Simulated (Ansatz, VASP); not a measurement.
One calculation of V, two programs

```
V
1.0
     2.62444    0.00000    0.00000
    -1.31222    2.27283    0.00000
     0.00000    0.00000    4.79017
V
2
Direct
  0.33333 0.66667 0.25000
  0.66667 0.33333 0.75000
```

Alike in both runs: functional BLYP; k mesh 13 × 13 × 7; occupations fermi-dirac, width 0.1 eV; no spin polarisation.

Ansatz relaxed the structure, and its values are those at the end. VASP's run is a single point on that final structure, the one shown.

```csv
,VASP,Ansatz
version,VASP 6.6.1,Ansatz 0.2.0
potentials or method,"VASP PAW PBE potentials, release 64 (V_sv), cutoff 520 eV","plane waves (420 eV) with PAW, scalar-relativistic"
valence electrons in the cell,26,26
```

Ansatz gave:

| Property | Result |
| --- | --- |
| pressure (GPa) | 0.0 |

Question: What did VASP give for the same quantities?

Answer: Pressure (GPa): 0.3.

VASP's potentials were made for PBE, not for BLYP.
